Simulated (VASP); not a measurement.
Write the native input for VASP 6.6.1 that does the following.

```
Task                   : single point
Functional             : PBE
Potentials or basis    : VASP PAW PBE potentials, release 64 (Pd)
Cutoff                 : 520 eV
k mesh                 : 14 × 14 × 14
Occupations            : fermi-dirac, width 1 eV
Spin                   : no spin polarisation
Dipole correction      : no
Further INCAR settings : ALGO = Normal; EDIFF = 1e-07; NBANDS = 11
```

The structure of Pd lies in POSCAR:

```
Pd
1.0
    0.0000000000      1.9734737307      1.9734737307
    1.9734737307      0.0000000000      1.9734737307
    1.9734737307      1.9734737307      0.0000000000
Pd
1
Direct
    0.0000000000      0.0000000000      0.0000000000
```

These files were run (other wordings do the same):

INCAR

```
SYSTEM = Pd
  PREC = Accurate
  ENCUT = 520
  EDIFF = 1E-7
  ISMEAR = -1
  SIGMA = 1.0
  LREAL = .FALSE.
  LASPH = .TRUE.
  NELM = 80
  ALGO = Normal
  ISIF = 2
  LWAVE = .FALSE.
  LCHARG = .FALSE.
  GGA = PE
  NBANDS = 11
```

KPOINTS

```
regular mesh
0
G
  14 14 14
  0 0 0
```

Potentials or basis: VASP PAW PBE potentials, release 64 (Pd).

Launch:

```console
$ cat potpaw_PBE.64/Pd/POTCAR > POTCAR
$ mpirun -np 1 vasp_std > vasp.out
```

Results of the run:

| Item | Value |
| --- | --- |
| Pressure | 12.8 GPa |
| Band gap on the k mesh | zero (band 5 reaches 9.28 eV, above the bottom of band 6 at 7.79 eV) |

It took 8.9 s on 1 thread of Intel Xeon 6975P-C, with other jobs on the host, peak memory 0.15 GiB.
